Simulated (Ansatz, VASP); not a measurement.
Li3SF: VASP beside Ansatz

File POSCAR:

```
Li3SF
1.0
    4.4358344754      0.0000000000      0.0000000000
    0.0000000000      4.4358344754      0.0000000000
    0.0000000000      0.0000000000      4.4358344754
F S Li
1 1 3
Direct
    0.0000000000      0.0000000000      0.0000000000
    0.5000000000      0.5000000000      0.5000000000
    0.5000000000      0.5000000000      0.0000000000
    0.5000000000      0.0000000000      0.5000000000
    0.0000000000      0.5000000000      0.5000000000
```

Contents of INCAR.step1:

```
SYSTEM = Li3SF
ALGO     = Normal         ! electronic algorithm
EDIFF    = 1E-4           ! SCF threshold, eV
ENCUT    = 520            ! plane-wave cutoff, eV
GGA      = PE             ! functional
ISMEAR   = 0              ! smearing method
LASPH    = .TRUE.         ! aspherical terms in the spheres
LCHARG   = .FALSE.        ! write CHGCAR
LREAL    = .FALSE.        ! projectors in reciprocal space
LWAVE    = .TRUE.         ! write WAVECAR
NBANDS   = 19             ! bands
NELM     = 100            ! most SCF steps
PREC     = Accurate       ! precision mode
SIGMA    = 0.01           ! smearing width, eV
```

Contents of INCAR.step2:

```
SYSTEM = Li3SF
ALGO     = Normal         ! electronic algorithm
EDIFF    = 1E-7           ! SCF threshold, eV
ENCUT    = 520            ! plane-wave cutoff, eV
ISIF     = 2              ! what is computed and relaxed
ISMEAR   = 0              ! smearing method
ISTART   = 1            
LASPH    = .TRUE.         ! aspherical terms in the spheres
LCHARG   = .TRUE.         ! write CHGCAR
LELF     = .TRUE.         ! ELF
LMIXTAU  = .TRUE.       
LREAL    = .FALSE.        ! projectors in reciprocal space
LVHAR    = .TRUE.       
LWAVE    = .FALSE.        ! write WAVECAR
METAGGA  = R2SCAN         ! meta-GGA
NBANDS   = 19             ! bands
NELM     = 100            ! most SCF steps
PREC     = Accurate       ! precision mode
SIGMA    = 0.01           ! smearing width, eV
```

The input KPOINTS:

```
k-points
0
G
  6 6 6
  0 0 0
```

Input for Ansatz:

```yaml
crystal:
  lattice:
    - [4.4358344754, 0.0, 0.0]
    - [0.0, 4.4358344754, 0.0]
    - [0.0, 0.0, 4.4358344754]
  atoms:
    - { symbol: F, position: [0.0, 0.0, 0.0] }
    - { symbol: S, position: [0.5, 0.5, 0.5] }
    - { symbol: Li, position: [0.5, 0.5, 0.0] }
    - { symbol: Li, position: [0.5, 0.0, 0.5] }
    - { symbol: Li, position: [0.0, 0.5, 0.5] }
kpoints:
  mp_grid: { grid: [6, 6, 6] }
hamiltonian:
  xc: r2scan
scf:
  occupations: { method: fixed }
  n_extra_bands: 5
output:
  forces: true
  stress: true
  eigenvalues: true
```

Alike in both runs: task single point; functional r2SCAN; k mesh 6 × 6 × 6; no spin polarisation.

```csv
,VASP,Ansatz
version,VASP 6.6.1,Ansatz 0.2.0
potentials or method,"VASP PAW PBE potentials, release 64 (F, S, Li_sv)","plane waves, PAW"
plane-wave cutoff (eV),520,500
occupations,"gaussian, width 0.01 eV",fixed
valence electrons in the cell,22,22
```

VASP gave:

| Quantity | Value |
| --- | --- |
| gap on the k mesh at the Fermi level (eV) | 4.70 |

**Question.** Which values does Ansatz return?

**Answer.** gap on the k mesh at the Fermi level (eV): 4.68.

VASP's potentials were made for PBE, not for r2SCAN.

Noted on VASP's run: the cutoff is short for stress, so the pressure is rough.
